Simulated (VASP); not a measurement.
Input of a VASP 6.6.1 run:

File INCAR:

```
SYSTEM = ZnCu
PREC = Accurate
ENCUT = 520
EDIFF = 1E-7
ISMEAR = 0
SIGMA = 0.1
LREAL = .False.
LASPH = .True.
NELM = 80
ALGO = Normal
ISIF = 2
LWAVE = .False.
LCHARG = .False.
GGA = PE
NBANDS = 18
```

The input KPOINTS:

```
regular mesh
0
Gamma
  14 14 14
  0 0 0
```

File POSCAR:

```
ZnCu
1.0
    2.9332494163      0.0000000000      0.0000000000
    0.0000000000      2.9332494163      0.0000000000
    0.0000000000      0.0000000000      2.9332494163
Zn Cu
1 1
Direct
    0.5000000000      0.5000000000      0.5000000000
    0.0000000000      0.0000000000      0.0000000000
```

Potentials or basis: VASP PAW PBE potentials, release 64 (Zn, Cu).

Run with:

```console
$ cat potpaw_PBE.64/Zn/POTCAR potpaw_PBE.64/Cu/POTCAR > POTCAR
$ mpirun -np 1 vasp_std > vasp.out
```

(1) Estimate the band gap on the k mesh.

(2) What does it give for the pressure?

## Answers

(1) zero (an odd number of electrons rules out a gap without spin polarisation).

(2) 4.4 GPa.

Caveat: the cell stands under pressure.
